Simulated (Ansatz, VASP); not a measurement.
# One calculation of In, two programs

```
In
1.0
     2.55582   -4.33813    0.00000
     2.55582    4.33813    0.00000
     0.00000    0.00000    5.09795
In
4
Direct
  0.15656 0.84344 0.08209
  0.65656 0.34344 0.41791
  0.84344 0.15656 0.91791
  0.34344 0.65656 0.58209
```

Alike in both runs: functional PBEsol; k mesh 10 × 10 × 10; occupations gaussian, width 0.1 eV; no spin polarisation.

Ansatz relaxed the structure, and its values are those at the end. VASP's run is a single point on that final structure, the one shown.

```csv
,VASP,Ansatz
version,VASP 6.6.1,Ansatz 0.2.0
potentials or method,"VASP PAW PBE potentials, release 64 (In_d), cutoff 520 eV","scalar-relativistic, plane waves, PAW"
valence electrons in the cell,52,52
```

|  | VASP | Ansatz | Ansatz less VASP |
| --- | --- | --- | --- |
| gap on the k mesh at the Fermi level (eV) | none | none | - |
| pressure (GPa) | 0.0 | 0.0 | +0.02 |

VASP's potentials were made for PBE, not for PBEsol. A gap of «none» marks a metal or a gap that the smearing closes. The functional is the same, so the differences come from potentials, cutoffs and numerics.
